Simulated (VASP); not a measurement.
Write the native input for VASP 6.6.1 that does the following.

| Quantity | Value |
| --- | --- |
| Task | relaxation of cell and atoms |
| Functional | revPBE |
| Dispersion | D3(BJ) |
| Potentials or basis | VASP PAW PBE potentials, release 64 (Hf_pv, Si, O) |
| Cutoff | 600 eV |
| k mesh | 5 × 5 × 5 |
| Occupations | fermi-dirac, width 0.05 eV |
| Spin | no spin polarisation |
| Dipole correction | no |
| Further INCAR settings | ALGO = Normal; EDIFF = 1e-06; IBRION = 2; EDIFFG = -0.01; NSW = 60; ISIF = 3 |

The structure of HfSiO4 lies in POSCAR:

```
HfSiO4
1.0
   -3.2862500000      3.2862500000      2.9816000000
    3.2862500000     -3.2862500000      2.9816000000
    3.2862500000      3.2862500000     -2.9816000000
Hf Si O
2 2 8
Direct
    0.0000000000      0.0000000000      0.0000000000
    0.7500000000      0.2500000000      0.5000000000
    0.5000000000      0.5000000000      0.0000000000
    0.2500000000      0.7500000000      0.5000000000
    0.6802000000      0.4957000000      0.8155000000
    0.2457000000      0.9302000000      0.3155000000
    0.6802000000      0.8647000000      0.1845000000
    0.6147000000      0.9302000000      0.6845000000
    0.0698000000      0.3853000000      0.3155000000
    0.5043000000      0.3198000000      0.1845000000
    0.0698000000      0.7543000000      0.6845000000
    0.1353000000      0.3198000000      0.8155000000
```

These files were run (other wordings do the same):

INCAR

```
SYSTEM = HfSiO4
PREC = Accurate ; ENCUT = 600
EDIFF = 1E-6 ; ISMEAR = -1
SIGMA = 0.05 ; LREAL = .False.
LASPH = .True. ; NELM = 100
ALGO = Normal ; ISIF = 3
LWAVE = .False. ; LCHARG = .False.
GGA = RE ; IVDW = 12
IBRION = 2 ; NSW = 60
EDIFFG = -0.01
```

KPOINTS

```
regular mesh
0
Gamma
  5 5 5
  0 0 0
```

Potentials or basis: VASP PAW PBE potentials, release 64 (Hf_pv, Si, O).

Launch:

```console
$ cat potpaw_PBE.64/Hf_pv/POTCAR potpaw_PBE.64/Si/POTCAR potpaw_PBE.64/O/POTCAR > POTCAR
$ mpirun -np 1 vasp_std > vasp.out
```

Results of the run:

- Relaxed volume: 10.80 Å³/atom
- Relaxed cell: a = 5.533 Å, b = 5.533 Å, c = 5.533 Å, α = 107.04°, β = 107.04°, γ = 114.44°
- Space group after relaxing (to 0.1 Å): I4_1/amd (No. 141)
- Energy gained by relaxing: 2.0 meV/atom
- Ionic steps: 8
- Pressure after relaxing: 0.0 GPa
- Largest force after relaxing: 0.009 eV/Å
- Band gap on the k mesh: 5.46 eV (least direct gap 5.84 eV)
- Dispersion energy per atom: -0.401 eV

Caveat: the PAW data sets were made with another functional, which shifts forces and pressure a little; spin-orbit coupling is left out, which moves the levels of the heavy elements.

Run time: 10 min on 1 thread of Intel(R) Xeon(R) Platinum 8488C (Sapphire Rapids), on a shared host, peak memory 0.42 GiB.
